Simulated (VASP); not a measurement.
# CoPdO2 (R-3m) in VASP: further runs

Aim: see how the results for CoPdO2 move with the level of theory and the settings. Levels: revPBE+D3(BJ)+U, RPBE+D4+U, BLYP+D3(BJ)+U. Tasks: single point, relaxation of shape and atoms at fixed volume.

All numbers are computed with VASP 6.6.1; they aren't measurements. Logs are shortened: lines on timing, memory, paths and dates and some standing lists are left out, and cuts for length are marked.

## (1) The cell of the first run

Symmetry: R-3m, No. 166, trigonal system. The conventional cell has a = 2.835 Å, b = 2.835 Å, c = 17.812 Å, α = 90.00°, β = 90.00°, γ = 120.00°. Within 2.5 Å of Co (site symmetry -3m) lie 6 O at 1.91 Å. Pd (site symmetry -3m) has 2 O at 1.99 Å within 2.6 Å. Within 2.6 Å of O (site symmetry 3m) lie 3 Co at 1.91 Å and 1 Pd at 1.99 Å and 3 O at 2.55 Å.

## (2) Single point, revPBE+D3(BJ)+U, collinear spin, zero start (10.33 Å³/atom)

INCAR reads:

```
ALGO = Normal
EDIFF = 1E-6
ENCUT = 520
GGA = RE
ISIF = 2
ISMEAR = 0
ISPIN = 2
IVDW = 12
LASPH = T
LCHARG = F
LDAU = T
LDAUJ = 0 0 0
LDAUL = 2 -1 -1
LDAUPRINT = 1
LDAUTYPE = 2
LDAUU = 3.3 0 0
LMAXMIX = 4
LORBIT = 11
LREAL = F
LWAVE = F
MAGMOM = 0 0 0 0
NBANDS = 28
NELM = 150
PREC = Accurate
SIGMA = 0.05
```

KPOINTS reads:

```
k-points
0
Gamma
  10 10 10
```

POSCAR reads:

```
CoPdO2
1.0
    1.4175220265      0.8184067238      5.9374533587
   -1.4175220265      0.8184067238      5.9374533587
    0.0000000000     -1.6368134470      5.9374533588
Co Pd O
1 1 2
Direct
    0.5000000000      0.5000000000      0.5000000000
    0.0000000000      0.0000000000      0.0000000000
    0.1118387197      0.1118387197      0.1118387197
    0.8881612803      0.8881612803      0.8881612803
```

Potentials or basis: VASP PAW PBE potentials, release 64 (Co, Pd, O).

Run with:

```sh
$ cat potpaw_PBE.64/Co/POTCAR potpaw_PBE.64/Pd/POTCAR potpaw_PBE.64/O/POTCAR > POTCAR
$ mpirun -np 1 vasp_std > vasp.out
```

OUTCAR:

```text
EDIFF = 1E-6
   ENCUT = 520
   GGA = RE
   ISIF = 2
   ISMEAR = 0
   ISPIN = 2
   IVDW = 12
   LASPH = T
   LORBIT = 11
   LREAL = F
   NELM = 150
   PREC = Accurate
 IVDW          = 12

 ion  position               nearest neighbor table
   1  0.500  0.500  0.500-   3 1.91   3 1.91   4 1.91   4 1.91   3 1.91   4 1.91
   2  0.000  0.000  0.000-   3 1.99   4 1.99
   3  0.112  0.112  0.112-   1 1.91   1 1.91   1 1.91   2 1.99
   4  0.888  0.888  0.888-   1 1.91   1 1.91   1 1.91   2 1.99

  LATTYP: Found a trigonal (rhomboedric) cell.
 ALAT       =     6.1589374610
 COS(alpha) =     0.8940555918

  Lattice vectors:

 A1 = (   1.4175220265,   0.8184067238,   5.9374533587)
 A2 = (  -1.4175220265,   0.8184067238,   5.9374533587)
 A3 = (   0.0000000000,  -1.6368134470,   5.9374533588)

Analysis of symmetry for initial positions (statically):
=====================================================================
 Subroutine PRICEL returns:
 Original cell was already a primitive cell.

 Routine SETGRP: Setting up the symmetry group for a
 trigonal (rhombohedral) supercell.

 Subroutine GETGRP returns: Found 12 space group operations
 (whereof 12 operations were pure point group operations)
 out of a pool of 12 trial point group operations.

The static configuration has the point symmetry D_3d.

Analysis of symmetry for dynamics (positions and initial velocities):
=====================================================================
 Subroutine PRICEL returns:
 Original cell was already a primitive cell.

 Routine SETGRP: Setting up the symmetry group for a
 trigonal (rhombohedral) supercell.

 Subroutine GETGRP returns: Found 12 space group operations
 (whereof 12 operations were pure point group operations)
 out of a pool of 12 trial point group operations.

The dynamic configuration has the point symmetry D_3d.

Analysis of structural, dynamic, and magnetic symmetry:
=====================================================================
 Subroutine PRICEL returns:
 Original cell was already a primitive cell.

 Routine SETGRP: Setting up the symmetry group for a
 trigonal (rhombohedral) supercell.

 Subroutine GETGRP returns: Found 12 space group operations
 (whereof 12 operations were pure point group operations)
 out of a pool of 12 trial point group operations.

The overall configuration has the point symmetry D_3d.

 Subroutine INISYM returns: Found 12 space group operations
 (whereof 12 operations are pure point group operations),
 and found     1 'primitive' translations

----------------------------------------------------------------------------------------

                                     Primitive cell

  volume of cell :      41.3286

  direct lattice vectors                    reciprocal lattice vectors
     1.417522026  0.818406724  5.937453359     0.352728205  0.203647724  0.056140792
    -1.417522026  0.818406724  5.937453359    -0.352728205  0.203647724  0.056140792
     0.000000000 -1.636813447  5.937453359     0.000000000 -0.407295448  0.056140792

  length of vectors
     6.158937461  6.158937461  6.158937461     0.411146410  0.411146410  0.411146410

  position of ions in fractional coordinates (direct lattice)
     0.500000000  0.500000000  0.500000000
     0.000000000  0.000000000  0.000000000
     0.111838720  0.111838720  0.111838720
     0.888161280  0.888161280  0.888161280

  ion indices of the primitive-cell ions
   primitive index   ion index
                 1           1
                 2           2
                 3           3
[... 81 lines left out ...]
   POTIM  = 0.5000    time-step for ionic-motion
   TEBEG  =    0.0;   TEEND  =   0.0 temperature during run
   PSTRESS=    0.0 pullay stress
   NELECT =      31.0000    total number of electrons
   NUPDOWN=      -1.0000    fix difference up-down
   EMIN   =  10.00;   EMAX   =-10.00  energy-range for DOS
   EFERMI =   0.00;   METHOD = LEGACY
   ISMEAR =     0;   SIGMA  =   0.05  broadening in eV -4-tet -1-fermi 0-gaus
   EFERMI_NEDOS =   21; number of points for ismear=-14 and -15
   IALGO  =     38    algorithm
   IMIX   =      4    mixing-type and parameters
     AMIX     =   0.40;   BMIX     =  1.00
     AMIX_MAG =   1.60;   BMIX_MAG =  1.00
  volume/ion in A,a.u.               =      10.33        69.72
  Fermi-wavevector in a.u.,A,eV,Ry     =   1.487460  2.810891 30.103389  2.212537
  Thomas-Fermi vector in A             =   2.600618
   LORBIT       =     11    0 simple, 1 ext, 2 COOP (PROOUT), +10 PAW based schemes
 LDA+U is selected, type is set to LDAUTYPE =  2
   angular momentum for each species LDAUL =     2   -1   -1
   U (eV)           for each species LDAUU =   3.3  0.0  0.0
   J (eV)           for each species LDAUJ =   0.0  0.0  0.0
   GGA     = RE    functional components
   LHFCALC =     F    Hartree Fock is set to
   AEXX    =    0.0000 exact exchange contribution
   IVDW    =    12    specifies the selected vdW correction
   LEPSILON=     F    determine dielectric tensor
   LRPA    =     F    only Hartree local field effects (RPA)
 spin polarized calculation
 Gauss-broadening in eV      SIGMA  =   0.05
  energy-cutoff  :      520.00
  volume of cell :       41.33
 maximum number of plane-waves:      1130
 NGX is ok and might be reduce to    48
   NGX = 23   NGY = 23   NGZ = 23

 number of electron      30.9999998 magnetization      -0.0000506

atom =   1  type =  1  l = 2

 onsite density matrix

spin component  1

  0.7779 -0.0000  0.0000  0.2674 -0.0000
 -0.0000  0.5839  0.0000  0.0000  0.2674
  0.0000  0.0000  0.9681 -0.0000  0.0000
  0.2674  0.0000 -0.0000  0.5839 -0.0000
 -0.0000  0.2674  0.0000 -0.0000  0.7779

spin component  2

  0.7779 -0.0000  0.0000  0.2674 -0.0000
 -0.0000  0.5839  0.0000  0.0000  0.2674
  0.0000  0.0000  0.9681 -0.0000  0.0000
  0.2674  0.0000 -0.0000  0.5839 -0.0000
 -0.0000  0.2674  0.0000 -0.0000  0.7779

 occupancies and eigenvectors

  o =  0.3965  v =  0.0000  0.0000  0.0000  0.0000  0.0000  0.5740  0.0000 -0.0000 -0.8189  0.0000      0.0000  0.0000  0.0000  0.0000  0.0000  0.0000  0.0000  0.0000  0.0000  0.0000
  o =  0.3965  v =  0.0000  0.0000  0.0000  0.0000  0.0000  0.0000  0.8189 -0.0000  0.0000 -0.5740      0.0000  0.0000  0.0000  0.0000  0.0000  0.0000  0.0000  0.0000  0.0000  0.0000
  o =  0.3965  v =  0.5740  0.0000 -0.0000 -0.8189  0.0000  0.0000  0.0000  0.0000  0.0000  0.0000      0.0000  0.0000  0.0000  0.0000  0.0000  0.0000  0.0000  0.0000  0.0000  0.0000
  o =  0.3965  v =  0.0000  0.8189 -0.0000  0.0000 -0.5740  0.0000  0.0000  0.0000  0.0000  0.0000      0.0000  0.0000  0.0000  0.0000  0.0000  0.0000  0.0000  0.0000  0.0000  0.0000
  o =  0.9653  v = -0.8189  0.0000 -0.0000 -0.5740  0.0000  0.0000  0.0000  0.0000  0.0000  0.0000      0.0000  0.0000  0.0000  0.0000  0.0000  0.0000  0.0000  0.0000  0.0000  0.0000
  o =  0.9653  v =  0.0000 -0.5740  0.0000  0.0000 -0.8189  0.0000  0.0000  0.0000  0.0000  0.0000      0.0000  0.0000  0.0000  0.0000  0.0000  0.0000  0.0000  0.0000  0.0000  0.0000
  o =  0.9653  v =  0.0000  0.0000  0.0000  0.0000  0.0000 -0.8189  0.0000 -0.0000 -0.5740  0.0000      0.0000  0.0000  0.0000  0.0000  0.0000  0.0000  0.0000  0.0000  0.0000  0.0000
  o =  0.9653  v =  0.0000  0.0000  0.0000  0.0000  0.0000  0.0000 -0.5740  0.0000  0.0000 -0.8189      0.0000  0.0000  0.0000  0.0000  0.0000  0.0000  0.0000  0.0000  0.0000  0.0000
  o =  0.9681  v =  0.0000  0.0000  0.0000  0.0000  0.0000  0.0000  0.0000  1.0000  0.0000  0.0000      0.0000  0.0000  0.0000  0.0000  0.0000  0.0000  0.0000  0.0000  0.0000  0.0000
  o =  0.9681  v =  0.0000  0.0000  1.0000  0.0000  0.0000  0.0000  0.0000  0.0000  0.0000  0.0000      0.0000  0.0000  0.0000  0.0000  0.0000  0.0000  0.0000  0.0000  0.0000  0.0000

 number of electron      30.9999997 magnetization       0.0000059

 Free energy of the ion-electron system (eV)
  ---------------------------------------------------
  ext. energy  EPLUGINS =         0.00000000
  ---------------------------------------------------
  free energy    TOTEN  =       -21.81548479 eV

  energy without entropy =      -21.81225248  energy(sigma->0) =      -21.81386863

 E-fermi :   7.7836     XC(G=0): -12.3045

 val. band max:        7.7747196498   @ k =  -0.2000   0.2000   0.2000
 cond. band min:       7.7847166167   @ k =  -0.3000   0.1000   0.1000
 fundamental gap:      0.0099969670
 Fermi energy:         7.7835584336

 spin component 1

 k-point     1 :       0.0000    0.0000    0.0000
  band No.  band energies     occupation
      1     -12.9837      1.00000
      2     -11.1674      1.00000
      3      -0.8001      1.00000
      4       1.9586      1.00000
      5       1.9586      1.00000
      6       2.7112      1.00000
[... 1433 lines left out ...]
     26      24.2910      0.00000
     27      25.9232      0.00000

 [... further k-points ...]

 [bands above 27 left out]

------------------------ aborting loop because EDIFF is reached ----------------------------------------

 Edisp (eV)   -2.26109

 E8    (eV) :    -1.5045

  FORCE on cell =-STRESS in cart. coord.  units (eV):
  Direction    XX          YY          ZZ          XY          YZ          ZX
  --------------------------------------------------------------------------------------
  -------------------------------------------------------------------------------------
  Total      -0.43745    -0.43745    -0.20331     0.00000     0.00000     0.00000
  in kB     -16.95843   -16.95843    -7.88175     0.00000     0.00000     0.00000
  external pressure =      -13.93 kB  Pullay stress =        0.00 kB

 VOLUME and BASIS-vectors are now :
 -----------------------------------------------------------------------------
  energy-cutoff  :      520.00
  volume of cell :       41.33
      direct lattice vectors                 reciprocal lattice vectors
     1.417522026  0.818406724  5.937453359     0.352728205  0.203647724  0.056140792
    -1.417522026  0.818406724  5.937453359    -0.352728205  0.203647724  0.056140792
     0.000000000 -1.636813447  5.937453359     0.000000000 -0.407295448  0.056140792

 POSITION                                       TOTAL-FORCE (eV/Angst)
 -----------------------------------------------------------------------------------
      0.00000      0.00000      8.90618         0.000000      0.000000     -0.000000
      0.00000      0.00000      0.00000        -0.000000      0.000000     -0.000000
      0.00000      0.00000      1.99211        -0.000000      0.000000      0.087534
      0.00000      0.00000     15.82025        -0.000000     -0.000000     -0.087534
 -----------------------------------------------------------------------------------
    total drift:                               -0.000000     -0.000000     -0.000000

  FREE ENERGIE OF THE ION-ELECTRON SYSTEM (eV)
  ---------------------------------------------------
  free  energy   TOTEN  =       -24.0765788361 eV

  energy  without entropy=      -24.0733465185  energy(sigma->0) =      -24.07496268

 total charge

# of ion       s       p       d       tot
------------------------------------------
    1        0.428   0.658   7.347   8.433
    2        0.483   0.474   8.453   9.410
    3        1.561   3.461   0.000   5.022
    4        1.561   3.461   0.000   5.022
--------------------------------------------------
tot          4.033   8.054  15.800  27.887

 magnetization (x)

# of ion       s       p       d       tot
------------------------------------------
    1       -0.000  -0.000   0.000  -0.000
    2        0.000   0.000   0.000   0.000
    3       -0.000  -0.000   0.000  -0.000
    4       -0.000  -0.000   0.000  -0.000
--------------------------------------------------
tot          0.000  -0.000   0.000   0.000
```

It took 7.2 min on 1 thread of Intel Xeon 6975P-C (Granite Rapids), shared host; peak memory 0.55 GiB.

Results:

```
Free energy                                           : -24.0766 eV
Pressure                                              : -1.4 GPa
Largest force                                         : 0.088 eV/Å
Net moment                                            : 0.00 μB per cell
Valence electrons inside the program's atomic spheres : Co 8.43; Pd 9.41; O 5.02
Dispersion energy per atom                            : -0.565 eV
```

Forces on the atoms (eV/Å):
```
Co   0.000  0.000  0.000
Pd   0.000  0.000  0.000
O    0.000  0.000  0.088
O    0.000  0.000 -0.088
```

Stress tensor (GPa, compression positive):
```
-1.70  0.00  0.00
 0.00 -1.70  0.00
 0.00  0.00 -0.79
```

Eigenvalues of the final occupation matrices:
| site | spin | trace | eigenvalues |
| --- | --- | --- | --- |
| site 1 d | 1 | 3.69 | 0.40 0.40 0.97 0.97 0.97 |
| site 1 d | 2 | 3.69 | 0.40 0.40 0.97 0.97 0.97 |

Caveat: the PAW data sets were made with another functional, which shifts forces and pressure a little.

(Part 1 of 2 ends here.)
